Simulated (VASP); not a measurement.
# NiO2 (P-3m1) in VASP: a series of runs

Runs on NiO2. Level: LDA. Tasks: single point.

Everything below comes from runs of VASP 6.6.1. Logs are shortened: lines on timing, memory, paths and dates and some standing lists are left out, and cuts for length are marked.

**1. The cell of the first run**

The structure is trigonal, space group P-3m1 (No. 164). The conventional cell has a = 2.763 Å, b = 2.763 Å, c = 4.206 Å, α = 90.00°, β = 90.00°, γ = 120.00°. Within 2.5 Å of Ni (site symmetry -3m) lie 6 O at 1.87 Å. Within 2.6 Å of O (site symmetry 3m) lie 3 Ni at 1.87 Å and 3 O at 2.51 Å.

**2. Single point, LDA**

The input, INCAR:

```
SYSTEM = NiO2
PREC = Accurate ; ENCUT = 700
EDIFF = 1E-6 ; ISMEAR = 0
SIGMA = 0.05 ; LREAL = .FALSE.
LASPH = .TRUE. ; NELM = 120
ALGO = Normal ; ISIF = 2
LWAVE = .FALSE. ; LCHARG = .TRUE.
LELF = .TRUE. ; LVHAR = .TRUE.
NBANDS = 22 ; GGA_COMPAT = .FALSE.
```

The input, KPOINTS:

```
regular mesh
0
G
  12 12 6
  0 0 0
```

The input, POSCAR:

```
NiO2
1.0
    2.7627792314      0.0000000000      0.0000000000
   -1.3813896157      2.3926369995      0.0000000000
    0.0000000000      0.0000000000      4.2061363981
Ni O
1 2
Direct
    0.0000000000      0.0000000000      0.5000000000
    0.6666666667      0.3333333333      0.7305104846
    0.3333333333      0.6666666667      0.2694895154
```

Potentials or basis: VASP PAW LDA potentials, release 64 (Ni_sv_GW, O).

The run is started by

```bash
cat potpaw_LDA.64/Ni_sv_GW/POTCAR potpaw_LDA.64/O/POTCAR > POTCAR
mpirun -np 1 vasp_std > vasp.out
```

OUTCAR:

```text
SYSTEM = NiO2
   PREC = Accurate
   ENCUT = 700
   EDIFF = 1E-6
   ISMEAR = 0
   LREAL = .FALSE.
   LASPH = .TRUE.
   NELM = 120
   ISIF = 2

 ion  position               nearest neighbor table
   1  0.000  0.000  0.500-   2 1.87   3 1.87   2 1.87   3 1.87   2 1.87   3 1.87
   2  0.667  0.333  0.731-   1 1.87   1 1.87   1 1.87
   3  0.333  0.667  0.269-   1 1.87   1 1.87   1 1.87

  LATTYP: Found a hexagonal cell.
 ALAT       =     2.7627792314
 C/A-ratio  =     1.5224294255

  Lattice vectors:

 A1 = (   2.7627792314,   0.0000000000,   0.0000000000)
 A2 = (  -1.3813896157,   2.3926369995,   0.0000000000)
 A3 = (   0.0000000000,   0.0000000000,   4.2061363981)

Analysis of symmetry for initial positions (statically):
=====================================================================
 Subroutine PRICEL returns:
 Original cell was already a primitive cell.

 Routine SETGRP: Setting up the symmetry group for a
 hexagonal supercell.

 Subroutine GETGRP returns: Found 12 space group operations
 (whereof 12 operations were pure point group operations)
 out of a pool of 24 trial point group operations.

The static configuration has the point symmetry D_3d.

Analysis of symmetry for dynamics (positions and initial velocities):
=====================================================================
 Subroutine PRICEL returns:
 Original cell was already a primitive cell.

 Routine SETGRP: Setting up the symmetry group for a
 hexagonal supercell.

 Subroutine GETGRP returns: Found 12 space group operations
 (whereof 12 operations were pure point group operations)
 out of a pool of 24 trial point group operations.

The dynamic configuration has the point symmetry D_3d.

 Subroutine INISYM returns: Found 12 space group operations
 (whereof 12 operations are pure point group operations),
 and found     1 'primitive' translations

----------------------------------------------------------------------------------------

                                     Primitive cell

  volume of cell :      27.8039

  direct lattice vectors                    reciprocal lattice vectors
     2.762779231  0.000000000  0.000000000     0.361954364  0.208974450  0.000000000
    -1.381389616  2.392637000  0.000000000     0.000000000  0.417948899  0.000000000
     0.000000000  0.000000000  4.206136398     0.000000000  0.000000000  0.237747877

  length of vectors
     2.762779231  2.762779231  4.206136398     0.417948899  0.417948899  0.237747877

  position of ions in fractional coordinates (direct lattice)
     0.000000000  0.000000000  0.500000000
     0.666666667  0.333333333  0.730510485
     0.333333333  0.666666667  0.269489515

  ion indices of the primitive-cell ions
   primitive index   ion index
                 1           1
                 2           2
                 3           3

----------------------------------------------------------------------------------------

 KPOINTS: regular mesh

Automatic generation of k-mesh.
 Grid dimensions read from file:
 generate k-points for:   12   12    6

 Generating k-lattice:

  Cartesian coordinates                     Fractional coordinates (reciprocal lattice)
     0.030162864  0.017414537  0.000000000     0.083333333  0.000000000  0.000000000
     0.000000000  0.034829075  0.000000000     0.000000000  0.083333333  0.000000000
     0.000000000  0.000000000  0.039624646     0.000000000  0.000000000  0.166666667

  Length of vectors
     0.034829075  0.034829075  0.039624646

  Shift w.r.t. Gamma in fractional coordinates (k-lattice)
     0.000000000  0.000000000  0.000000000

 Subroutine IBZKPT returns following result:
 ===========================================

 Found    100 irreducible k-points:

 Following reciprocal coordinates:
            Coordinates               Weight
  0.000000  0.000000  0.000000      1.000000
  0.083333  0.000000  0.000000      6.000000
  0.166667  0.000000  0.000000      6.000000
  0.250000  0.000000  0.000000      6.000000
  0.333333  0.000000  0.000000      6.000000
  0.416667  0.000000  0.000000      6.000000
[... 16 lines left out ...]
  0.166667  0.000000  0.166667      6.000000
  0.000000  0.166667  0.166667      6.000000
 [... further k-points ...]
   k-points           NKPTS =    100   k-points in BZ     NKDIM =    100   number of bands    NBANDS=     22
   number of dos      NEDOS =    301   number of ions     NIONS =      3
   total plane-waves  NPLWV =  20736
   dimension x,y,z NGX =    24 NGY =   24 NGZ =   36
   dimension x,y,z NGXF=    48 NGYF=   48 NGZF=   72
   ions per type =               1   2
   NGX,Y,Z   is equivalent  to a cutoff of  14.44, 14.44, 14.23 a.u.
   NGXF,Y,Z  is equivalent  to a cutoff of  28.88, 28.88, 28.46 a.u.
 SYSTEM =  NiO2
   PREC   = accura    normal or accurate (medium, high low for compatibility)
   ISTART =      0    job   : 0-new  1-cont  2-samecut
   ICHARG =      2    charge: 1-file 2-atom 10-const
   ISPIN  =      1    spin polarized calculation?
   LNONCOLLINEAR =      F non collinear calculations
   LSORBIT =      F    spin-orbit coupling
   LASPH  =      T    aspherical Exc in radial PAW
   ENCUT  =  700.0 eV  51.45 Ry    7.17 a.u.   5.96  5.96  9.07*2*pi/ulx,y,z
   NELM   =    120;   NELMIN=  2; NELMDL= -5     # of ELM steps
   EDIFF  = 0.1E-05   stopping-criterion for ELM
   LREAL  =      F    real-space projection
   EDIFFG = 0.1E-04   stopping-criterion for IOM
   NSW    =      0    number of steps for IOM
   IBRION =     -1    ionic relax: 0-MD 1-quasi-New 2-CG
   NFREE  =      0    steps in history (QN), initial steepest desc. (CG)
   ISIF   =      2    stress and relaxation
   ISYM   =      2    0-nonsym 1-usesym 2-fastsym
   POTIM  = 0.5000    time-step for ionic-motion
   TEBEG  =    0.0;   TEEND  =   0.0 temperature during run
   PSTRESS=    0.0 pullay stress
   NELECT =      30.0000    total number of electrons
   NUPDOWN=      -1.0000    fix difference up-down
   EMIN   =  10.00;   EMAX   =-10.00  energy-range for DOS
   EFERMI =   0.00;   METHOD = LEGACY
   ISMEAR =     0;   SIGMA  =   0.05  broadening in eV -4-tet -1-fermi 0-gaus
   EFERMI_NEDOS =   21; number of points for ismear=-14 and -15
   IALGO  =     38    algorithm
   IMIX   =      4    mixing-type and parameters
     AMIX     =   0.40;   BMIX     =  1.00
     AMIX_MAG =   1.60;   BMIX_MAG =  1.00
  volume/ion in A,a.u.               =       9.27        62.54
  Fermi-wavevector in a.u.,A,eV,Ry     =   1.679113  3.173063 38.360522  2.819419
  Thomas-Fermi vector in A             =   2.763082
   LORBIT       =      0    0 simple, 1 ext, 2 COOP (PROOUT), +10 PAW based schemes
   GGA     = CA    functional components
   LHFCALC =     F    Hartree Fock is set to
   AEXX    =    0.0000 exact exchange contribution
   IVDW    =     0    specifies the selected vdW correction
   LEPSILON=     F    determine dielectric tensor
   LRPA    =     F    only Hartree local field effects (RPA)
 non-spin polarized calculation
 Gauss-broadening in eV      SIGMA  =   0.05
  energy-cutoff  :      700.00
  volume of cell :       27.80
 maximum number of plane-waves:      1188
   NGX = 11   NGY = 11   NGZ = 19

 number of electron      29.9999995 magnetization

 Free energy of the ion-electron system (eV)
  ---------------------------------------------------
  ext. energy  EPLUGINS =         0.00000000
  ---------------------------------------------------
  free energy    TOTEN  =       -21.05778765 eV

  energy without entropy =      -21.05778765  energy(sigma->0) =      -21.05778765

 E-fermi :   3.7175     XC(G=0): -12.5488

 val. band max:        3.3551612367   @ k =   0.0833   0.0833   0.5000
 cond. band min:       4.0237028765   @ k =   0.2500   0.0000   0.3333
 fundamental gap:      0.6685416398
 Fermi energy:         3.7175067530

 k-point     1 :       0.0000    0.0000    0.0000
  band No.  band energies     occupation
      1     -99.9531      2.00000
      2     -60.9703      2.00000
      3     -60.9703      2.00000
      4     -60.7703      2.00000
      5     -16.4695      2.00000
      6     -13.6974      2.00000
[... 14 lines left out ...]
     21      23.0809      0.00000
     22      23.0809      0.00000

 k-point     2 :       0.0833    0.0000    0.0000
  band No.  band energies     occupation
      1     -99.9527      2.00000
      2     -60.9744      2.00000
      3     -60.9712      2.00000
      4     -60.7697      2.00000
      5     -16.3697      2.00000
      6     -13.7059      2.00000
[... 14 lines left out ...]
     21      22.1447      0.00000
     22      23.2957      0.00000

 k-point     3 :       0.1667    0.0000    0.0000
  band No.  band energies     occupation
      1     -99.9515      2.00000
      2     -60.9857      2.00000
      3     -60.9739      2.00000
      4     -60.7681      2.00000
      5     -16.0839      2.00000
      6     -13.7336      2.00000
[... 14 lines left out ...]
     21      20.5176      0.00000
     22      23.9252      0.00000

 k-point     4 :       0.2500    0.0000    0.0000
  band No.  band energies     occupation
      1     -99.9503      2.00000
      2     -61.0012      2.00000
      3     -60.9777      2.00000
      4     -60.7659      2.00000
      5     -15.6545      2.00000
      6     -13.7865      2.00000
[... 14 lines left out ...]
     21      19.3781      0.00000
     22      22.5720      0.00000

 k-point     5 :       0.3333    0.0000    0.0000
  band No.  band energies     occupation
      1     -99.9488      2.00000
      2     -61.0165      2.00000
      3     -60.9814      2.00000
      4     -60.7637      2.00000
      5     -15.1530      2.00000
      6     -13.8761      2.00000
[... 14 lines left out ...]
     21      19.0386      0.00000
     22      21.5722      0.00000

 k-point     6 :       0.4167    0.0000    0.0000
  band No.  band energies     occupation
      1     -99.9478      2.00000
      2     -61.0277      2.00000
      3     -60.9842      2.00000
      4     -60.7621      2.00000
      5     -14.6747      2.00000
      6     -14.0240      2.00000
[... 14 lines left out ...]
     21      19.3223      0.00000
     22      21.1542      0.00000

 k-point     7 :       0.5000    0.0000    0.0000
  band No.  band energies     occupation
      1     -99.9475      2.00000
      2     -61.0318      2.00000
      3     -60.9852      2.00000
      4     -60.7615      2.00000
      5     -14.3615      2.00000
      6     -14.2087      2.00000
[... 324 lines left out ...]
      6     -13.8284      2.00000
[... 14 lines left out ...]
     21      23.0838      0.00000
     22      23.0838      0.00000

 k-point    21 :       0.0833    0.0000    0.1667
  band No.  band energies     occupation
      1     -99.9528      2.00000
      2     -60.9744      2.00000
      3     -60.9713      2.00000
      4     -60.7699      2.00000
      5     -16.2991      2.00000
      6     -13.8301      2.00000
[... 14 lines left out ...]
     21      22.1595      0.00000
     22      23.3509      0.00000

 k-point    22 :       0.0000    0.0833    0.1667
  band No.  band energies     occupation
      1     -99.9528      2.00000
      2     -60.9744      2.00000
      3     -60.9713      2.00000
      4     -60.7699      2.00000
      5     -16.2985      2.00000
      6     -13.8315      2.00000
[... 14 lines left out ...]
     21      22.2492      0.00000
     22      23.2296      0.00000

 k-point    23 :       0.1667    0.0000    0.1667
  band No.  band energies     occupation
      1     -99.9518      2.00000
      2     -60.9857      2.00000
      3     -60.9740      2.00000
      4     -60.7682      2.00000
      5     -16.0190      2.00000
      6     -13.8365      2.00000
[... 14 lines left out ...]
     21      20.5997      0.00000
     22      23.9219      0.00000

 k-point    24 :       0.0000    0.1667    0.1667
  band No.  band energies     occupation
      1     -99.9518      2.00000
      2     -60.9857      2.00000
      3     -60.9740      2.00000
      4     -60.7682      2.00000
      5     -16.0141      2.00000
      6     -13.8464      2.00000
[... 14 lines left out ...]
     21      20.6971      0.00000
     22      23.7124      0.00000

 [... further k-points ...]

------------------------ aborting loop because EDIFF is reached ----------------------------------------

  FORCE on cell =-STRESS in cart. coord.  units (eV):
  Direction    XX          YY          ZZ          XY          YZ          ZX
  --------------------------------------------------------------------------------------
  -------------------------------------------------------------------------------------
  Total       -0.8857065     -0.8857065     -1.6966082      0.0000000      0.0000000      0.0000000
  in kB      -51.0380512    -51.0380512    -97.7655358      0.0000000      0.0000000      0.0000000
  external PRESSURE =     -66.6138794 kB  Pullay stress =       0.0000000 kB

 VOLUME and BASIS-vectors are now :
 -----------------------------------------------------------------------------
  energy-cutoff  :      700.00
  volume of cell :       27.80
      direct lattice vectors                 reciprocal lattice vectors
     2.762779231  0.000000000  0.000000000     0.361954364  0.208974450  0.000000000
    -1.381389616  2.392637000  0.000000000     0.000000000  0.417948899  0.000000000
     0.000000000  0.000000000  4.206136398     0.000000000  0.000000000  0.237747877

 POSITION                                       TOTAL-FORCE (eV/Angst)
 -----------------------------------------------------------------------------------
      0.00000      0.00000      2.10307        -0.000000      0.000000      0.000000
      1.38139      0.79755      3.07263        -0.000000      0.000000     -0.859553
     -0.00000      1.59509      1.13351         0.000000      0.000000      0.859553
 -----------------------------------------------------------------------------------
    total drift:                               -0.000000     -0.000000      0.000000

  FREE ENERGIE OF THE ION-ELECTRON SYSTEM (eV)
  ---------------------------------------------------
  free  energy   TOTEN  =       -21.0577876483 eV

  energy  without entropy=      -21.0577876483  energy(sigma->0) =      -21.05778765
```

Run time: 94 s. Hardware: 1 thread of Intel Xeon Platinum 8259CL at 2.50GHz (Skylake/Cascade Lake), shared host; peak memory 0.23 GiB.

What came out:

```yaml
Free_energy: -21.0578 eV
Pressure: -6.7 GPa
Largest_force: 0.860 eV/Å
Band_gap_on_the_k_mesh: 0.67 eV (least direct gap 0.84 eV)
```

Forces in eV/Å, atoms in the order of the input:
```
Ni   0.000  0.000  0.000
O    0.000  0.000 -0.860
O    0.000  0.000  0.860
```

Levels at points of the mesh, in eV from the valence-band top:
```
           k point  band 11  band 12  band 13  band 14  band 15  band 16  band 17  band 18  band 19  band 20
(0.00, 0.00, 0.00)    -2.32    -1.21    -1.21    -0.70    -0.51     1.95     1.95     7.88    10.83    16.67
(0.50, 0.00, 0.00)    -3.02    -2.86    -1.84    -1.84    -1.10     1.40     2.02    12.34    13.15    14.73
(0.00, 0.00, 0.50)    -2.33    -2.33    -1.34    -1.34    -0.16     2.09     2.09     9.98    10.31    16.08
(0.50, 0.00, 0.50)    -2.75    -1.92    -1.85    -1.56    -1.25     1.47     1.78    11.36    12.94    15.23
```

Caveat: the cell stands under tension; the run has no spin polarisation, though such a crystal can be magnetic. A k mesh can miss the band edges.

[end of part 1 of 2]
